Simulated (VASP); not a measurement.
Here is a VASP 6.6.1 calculation.

INCAR

```
SYSTEM = MgI2
ALGO     = Normal         ! electronic algorithm
EDIFF    = 1E-6           ! SCF threshold, eV
ENCUT    = 520            ! plane-wave cutoff, eV
GGA      = PE             ! functional
GGA_COMPAT= .False.      
ISIF     = 2              ! what is computed and relaxed
ISMEAR   = -1             ! smearing method
LASPH    = .True.         ! aspherical terms in the spheres
LCHARG   = .False.        ! write CHGCAR
LNONCOLLINEAR= .True.         ! non-collinear magnetism
LORBIT   = 11             ! projections on sites
LORBMOM  = .True.       
LREAL    = .False.        ! projectors in reciprocal space
LSORBIT  = .True.         ! spin-orbit coupling
LWAVE    = .False.        ! write WAVECAR
MAGMOM   = 0 0 0 0 0 0 0 0 0 ! initial moments
NBANDS   = 29             ! bands
NELM     = 150            ! most SCF steps
PREC     = Accurate       ! precision mode
SIGMA    = 0.02           ! smearing width, eV
```

File KPOINTS:

```
k-points
0
Gamma
  6 6 6
  0 0 0
```

POSCAR

```
MgI2
1.0
    0.0000000000      3.7557205824      3.7557205824
    3.7557205824      0.0000000000      3.7557205824
    3.7557205824      3.7557205824      0.0000000000
Mg I
1 2
Direct
    0.0000000000      0.0000000000      0.0000000000
    0.2500000000      0.2500000000      0.2500000000
    0.7500000000      0.7500000000      0.7500000000
```

Potentials or basis: VASP PAW PBE potentials, release 64 (Mg, I).

The run is started by

```sh
$ cat potpaw_PBE.64/Mg/POTCAR potpaw_PBE.64/I/POTCAR > POTCAR
$ mpirun -np 1 vasp_ncl > vasp.out
```

Q: Estimate the pressure.

A: 0.2 GPa.

Q: Estimate the net moment.

A: 0.00 μB per cell.

Moments on the atoms (μB; x, y, z):
```
Mg  0.00 0.00 0.00
I   0.00 0.00 0.00
I   0.00 0.00 0.00
```

Caveat: the structure was generated, so it needn't be the stable form of MgI2.
